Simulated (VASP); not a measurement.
Runs of VASP 6.6.1 on Cu. The structure is that of space group I4/mmm (No. 139), or close to it. The cells are those of the table. 

| cell | gap on the mesh (eV) | pressure (GPa) |
| --- | --- | --- |
| a = 2.600, b = 2.600, c = 2.393 Å, angles 62.6, 62.6, 54.8°, 1 atom | none | (c) |
| a = 2.628, b = 2.628, c = 3.146 Å, angles 53.2, 53.2, 73.5°, 1 atom | none | -12.5 |
| a = 2.491, b = 2.491, c = 2.585 Å, angles 58.7, 58.7, 62.5°, 1 atom | none | 9.8 |
| a = 2.470, b = 2.470, c = 2.652 Å, angles 57.5, 57.5, 65.0°, 1 atom | none | 10.1 |
| a = 2.587, b = 2.587, c = 3.097 Å, angles 53.2, 53.2, 73.5°, 1 atom | none | (b) |
| a = 2.588, b = 2.588, c = 2.867 Å, angles 56.4, 56.4, 67.3°, 1 atom | none | (a) |
| a = 2.643, b = 2.643, c = 2.838 Å, angles 57.5, 57.5, 65.0°, 1 atom | none | -12.9 |
| a = 2.443, b = 2.443, c = 2.536 Å, angles 58.7, 58.7, 62.5°, 1 atom | none | 22.1 |

Alike in all rows: task single point; level PBE; potentials or basis VASP PAW PBE potentials, release 64 (Cu); no spin polarisation; k mesh 24 × 24 × 24; cutoff (eV) 520; smearing gaussian 0.15 eV.

Question: Fill in the values left out.

Answer: (a) -9.7; (b) -9.6; (c) 11.1.

Caveats: the cell stands under pressure (at least some runs); the cell stands under tension (at least some runs).

A gap of «none» marks levels without a gap at the run's occupations.
